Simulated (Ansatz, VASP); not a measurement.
P3OsW: VASP beside Ansatz

File INCAR:

```
SYSTEM = P3OsW
PREC = Accurate
ENCUT = 600
EDIFF = 1E-6
ISMEAR = 0
SIGMA = 0.1
LREAL = .FALSE.
LASPH = .TRUE.
NELM = 100
ALGO = Normal
ISIF = 3
LWAVE = .FALSE.
LCHARG = .FALSE.
GGA = PE
IBRION = 2
NSW = 90
EDIFFG = -0.04
```

The input KPOINTS:

```
regular mesh
0
G
  6 6 4
  0 0 0
```

POSCAR

```
P3OsW
1.0
    3.6456274775      0.0000000000      0.0000000000
    0.0000000000      3.6456274775      0.0000000000
    0.0000000000      0.0000000000      6.2831167015
P Os W
3 1 1
Direct
    0.5000000000      0.5000000000      0.9820676083
    0.0000000000      0.5000000000      0.3821901280
    0.5000000000      0.0000000000      0.3821901280
    0.5000000000      0.5000000000      0.5994297008
    0.0000000000      0.0000000000      0.1141224349
```

Input for Ansatz:

```yaml
crystal:
  lattice:
    - [3.6456274775, 0.0, 0.0]
    - [0.0, 3.6456274775, 0.0]
    - [0.0, 0.0, 6.2831167015]
  atoms:
    - { symbol: P, position: [0.5, 0.5, 0.9820676083] }
    - { symbol: P, position: [0.0, 0.5, 0.382190128] }
    - { symbol: P, position: [0.5, 0.0, 0.382190128] }
    - { symbol: Os, position: [0.5, 0.5, 0.5994297008] }
    - { symbol: W, position: [0.0, 0.0, 0.1141224349] }
basis:
  ecutwfc: 420
kpoints:
  mp_grid: { grid: [6, 6, 4] }
hamiltonian:
  xc: pbe
scf:
  occupations: { method: gaussian, width: 0.1 }
  lower_state_search: "off"
output:
  forces: true
  stress: true
  eigenvalues: true
relax:
  adjacent_minimum: "off"
  f_tol: 0.04
  max_steps: 70
  cell: { stress_tol: 0.4 }
```

Alike in both runs: task relaxation of cell and atoms; functional PBE; k mesh 6 × 6 × 4; occupations gaussian, width 0.1 eV; no spin polarisation.

|  | VASP | Ansatz |
| --- | --- | --- |
| version | VASP 6.6.1 | Ansatz 0.2.0 |
| potentials or method | VASP PAW PBE potentials, release 64 (P, Os, W_sv), cutoff 600 eV | scalar-relativistic, plane waves, PAW |
| valence electrons in the cell | 37 | 45 |

Ansatz gave:

| Item | Value |
| --- | --- |
| gap on the k mesh at the Fermi level, each at its own relaxed structure (eV) | none |
| relaxed volume (Å³/atom) | 16.67 |
| relaxed length of the cell vector where the two differ most in proportion (Å) | 6.493 |

**Question.** Estimate VASP's values.

**Answer.** gap on the k mesh at the Fermi level, each at its own relaxed structure (eV): none; relaxed volume (Å³/atom): 16.70; relaxed length of the cell vector where the two differ most in proportion (Å): 6.409.

A gap of «none» marks a metal or a gap that the smearing closes. VASP's potentials hold 37 valence electrons a cell and Ansatz's 45, so a difference there can come from the potentials and not from the codes.

Spin-orbit coupling is off throughout.
